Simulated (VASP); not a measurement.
A run of VASP 6.6.1:

INCAR

```
PREC     = Accurate       # precision mode
ENCUT    = 600            # plane-wave cutoff, eV
EDIFF    = 1E-7           # SCF threshold, eV
ISMEAR   = 1              # smearing method
SIGMA    = 0.05           # smearing width, eV
LREAL    = F              # projectors in reciprocal space
LASPH    = T              # aspherical terms in the spheres
NELM     = 120            # most SCF steps
ALGO     = Normal         # electronic algorithm
ISIF     = 3              # what is computed and relaxed
LWAVE    = F              # write WAVECAR
LCHARG   = F              # write CHGCAR
GGA      = PS             # functional
IBRION   = 2              # ionic algorithm
NSW      = 80             # ionic steps
EDIFFG   = -0.03          # ionic threshold
PSTRESS  = 200.0        
GGA_COMPAT= F            
NELMIN   = 4
```

The input KPOINTS:

```
regular mesh
0
Gamma
  8 8 8
```

POSCAR

```
Be
1.0
    0.0000000000      2.1900000000      2.1900000000
    2.1900000000      0.0000000000      2.1900000000
    2.1900000000      2.1900000000      0.0000000000
Be
2
Direct
    1.0000000000      1.0000000000      1.0000000000
    0.2500000000      0.2500000000      0.2500000000
```

Potentials or basis: VASP PAW PBE potentials, release 64 (Be).

The run is started by

```console
$ cat potpaw_PBE.64/Be/POTCAR > POTCAR
$ mpirun -np 1 vasp_std > vasp.out
```

Hardware: 1 thread of Intel(R) Xeon(R) 6975P-C (Granite Rapids) (shared host).

Q: Estimate the wall time of this run.

A: It took 4.2 s on 1 thread of Intel(R) Xeon(R) 6975P-C (Granite Rapids), with other jobs on the host, peak memory 0.14 GiB. Counts: scf iterations 18, k points 29, ion steps 2.
